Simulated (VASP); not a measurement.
Write the native input for VASP 6.6.1 that does the following.

```
Task                   : relaxation of cell and atoms
Functional             : PBE
Potentials or basis    : VASP PAW PBE potentials, release 64 (K_sv, Al, As)
Cutoff                 : 600 eV
k mesh                 : 6 × 6 × 2
Occupations            : gaussian, width 0.1 eV
Spin                   : no spin polarisation
Dipole correction      : no
Further INCAR settings : ALGO = Normal; EDIFF = 1e-07; IBRION = 2; EDIFFG = -0.04; NSW = 90; ISIF = 3
```

The structure of KAl2As2 lies in POSCAR:

```
KAl2As2
1.0
    3.8144380400      0.0000000000      0.0000000000
   -1.9072190200      3.3034002400      0.0000000000
    0.0000000000      0.0000000000      8.5884205500
K Al As
1 2 2
Direct
    0.3333333300      0.6666666700      0.5000000000
    0.3333333300      0.6666666700      0.8519275900
    0.3333333300      0.6666666700      0.1480724100
    0.0000000000      0.0000000000      0.7221886900
    0.0000000000      0.0000000000      0.2778113100
```

The input as run:

INCAR

```
SYSTEM = KAl2As2
PREC = Accurate
ENCUT = 600
EDIFF = 1E-7
ISMEAR = 0
SIGMA = 0.1
LREAL = .FALSE.
LASPH = .TRUE.
NELM = 80
ALGO = Normal
ISIF = 3
LWAVE = .FALSE.
LCHARG = .FALSE.
GGA = PE
IBRION = 2
NSW = 90
EDIFFG = -0.04
```

KPOINTS

```
Automatic mesh
0
G
  6 6 2
  0 0 0
```

Potentials or basis: VASP PAW PBE potentials, release 64 (K_sv, Al, As).

The run is started by

```sh
$ cat potpaw_PBE.64/K_sv/POTCAR potpaw_PBE.64/Al/POTCAR potpaw_PBE.64/As/POTCAR > POTCAR
$ mpirun -np 1 vasp_std > vasp.out
```

Results of the run:

```
Relaxed volume                         : 27.26 Å³/atom
Relaxed cell                           : a = 4.032 Å, b = 4.032 Å, c = 9.680 Å, α = 90.00°, β = 90.00°, γ = 120.00°
Space group after relaxing (to 0.05 Å) : P-6m2 (No. 187)
Energy gained by relaxing              : 311.9 meV/atom
Ionic steps                            : 16
Pressure after relaxing                : 0.0 GPa
Largest force after relaxing           : 0.015 eV/Å
```

Caveat: the k points lie up to 0.32 Å⁻¹ apart in the final cell; the volume moved by over 15 % at a fixed basis, so the end points are rough.

Wall time 11 min on 1 thread of Intel(R) Xeon(R) Platinum 8375C CPU @ 2.90GHz (Ice Lake) (shared host), peak memory 0.27 GiB.
